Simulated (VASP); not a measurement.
Here is a VASP 6.6.1 calculation.

File INCAR:

```
SYSTEM = MgO
PREC     = Accurate       ! precision mode
ENCUT    = 520            ! plane-wave cutoff, eV
EDIFF    = 1E-6           ! SCF threshold, eV
ISMEAR   = 0              ! smearing method
SIGMA    = 0.05           ! smearing width, eV
LREAL    = .False.        ! projectors in reciprocal space
LASPH    = .True.         ! aspherical terms in the spheres
NELM     = 100            ! most SCF steps
ALGO     = Normal         ! electronic algorithm
ISIF     = 2              ! what is computed and relaxed
LWAVE    = .False.        ! write WAVECAR
LCHARG   = .False.        ! write CHGCAR
GGA      = PE             ! functional
NBANDS   = 16             ! bands
```

File KPOINTS:

```
regular mesh
0
Gamma
  9 9 6
  0 0 0
```

The input POSCAR:

```
MgO
1.0
    3.3152854007      0.0000000000      0.0000000000
   -1.6576427004      2.8711213778      0.0000000000
    0.0000000000      0.0000000000      5.1215474231
Mg O
2 2
Direct
    0.3463421877      0.6926843755      0.0063188067
    0.6536578123      0.3073156245      0.5063188067
    0.3213138352      0.6426276703      0.3982811933
    0.6786861648      0.3573723297      0.8982811933
```

Potentials or basis: VASP PAW PBE potentials, release 64 (Mg, O).

Command:

```sh
$ cat potpaw_PBE.64/Mg/POTCAR potpaw_PBE.64/O/POTCAR > POTCAR
$ mpirun -np 1 vasp_std > vasp.out
```

Task: What does it give for the pressure?

Result: -0.5 GPa.

Task: What does it give for the largest force?

Result: 0.251 eV/Å.

Task: Predict the band gap on the k mesh.

Result: 3.35 eV, direct.

Stress tensor (GPa, compression positive):
```
-0.49  0.00  0.00
 0.00 -0.77  0.00
 0.00  0.00 -0.38
```

Caveat: the cell differs from its parent crystal (mode 4 frozen in at +0.000 Å and mode 5 at +0.075 Å (largest displacements)). A k mesh can miss the band edges.
